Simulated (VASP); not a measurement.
Set up this calculation in VASP 6.6.1, as the native input.

```
Task                   : single point
Functional             : r2SCAN
Potentials or basis    : VASP PAW PBE potentials, release 64 (Ge_d, H, Sr_sv)
Cutoff                 : 520 eV
k mesh                 : 7 × 7 × 6
Occupations            : fermi-dirac, width 0.1 eV
Spin                   : no spin polarisation
Dipole correction      : no
Further INCAR settings : ALGO = Normal; EDIFF = 1e-07; NBANDS = 28
```

The system is SrGe2H2.

```
CELL_PARAMETERS angstrom
2.35313 4.07575 0.00000
-2.35313 4.07575 0.00000
0.00000 0.00000 4.38929
ATOMIC_POSITIONS crystal
Ge 0.33333 0.33333 0.51226
Ge 0.66667 0.66667 0.48774
H 0.33333 0.33333 0.14037
H 0.66667 0.66667 0.85963
Sr 0.00000 0.00000 0.00000
```

These files were run (other wordings do the same):

POSCAR

```
SrGe2H2
1.0
    2.3531347616      4.0757489641      0.0000000000
   -2.3531347616      4.0757489641      0.0000000000
    0.0000000000      0.0000000000      4.3892949225
Ge H Sr
2 2 1
Direct
    0.3333333333      0.3333333333      0.5122616633
    0.6666666667      0.6666666667      0.4877383367
    0.3333333333      0.3333333333      0.1403710248
    0.6666666667      0.6666666667      0.8596289752
    0.0000000000      0.0000000000      0.0000000000
```

INCAR.step1

```
SYSTEM = SrGe2H2
PREC = Accurate
ENCUT = 520
ISMEAR = -1
SIGMA = 0.1
LREAL = .False.
LASPH = .True.
NELM = 100
NBANDS = 28
GGA = PE
ALGO = Normal
EDIFF = 1E-4
LWAVE = .True.
LCHARG = .False.
```

INCAR.step2

```
SYSTEM = SrGe2H2
PREC = Accurate
ENCUT = 520
EDIFF = 1E-7
ISMEAR = -1
SIGMA = 0.1
LREAL = .False.
LASPH = .True.
NELM = 100
ALGO = Normal
ISIF = 2
LWAVE = .False.
LCHARG = .False.
METAGGA = R2SCAN
LMIXTAU = .True.
NBANDS = 28
ISTART = 1
```

KPOINTS

```
regular mesh
0
Gamma
  7 7 6
  0 0 0
```

Potentials or basis: VASP PAW PBE potentials, release 64 (Ge_d, H, Sr_sv).

Command:

```console
$ cat potpaw_PBE.64/Ge_d/POTCAR potpaw_PBE.64/H/POTCAR potpaw_PBE.64/Sr_sv/POTCAR > POTCAR
$ cp INCAR.step1 INCAR
$ mpirun -np 1 vasp_std > vasp.out
$ cp INCAR.step2 INCAR
$ mpirun -np 1 vasp_std > vasp.out
```

Results of the run:

| Property | Result |
| --- | --- |
| Pressure | 0.0 GPa |
| Largest force | 0.024 eV/Å |
| Band gap on the k mesh | zero (bands 20 and 21 overlap by 0.53 eV) |

Caveat: the PAW data sets were made with another functional, which shifts forces and pressure a little.

Run time: 4.9 min on 1 thread of AMD EPYC 7R13 Processor (Zen 3), on a shared host, peak memory 0.25 GiB.
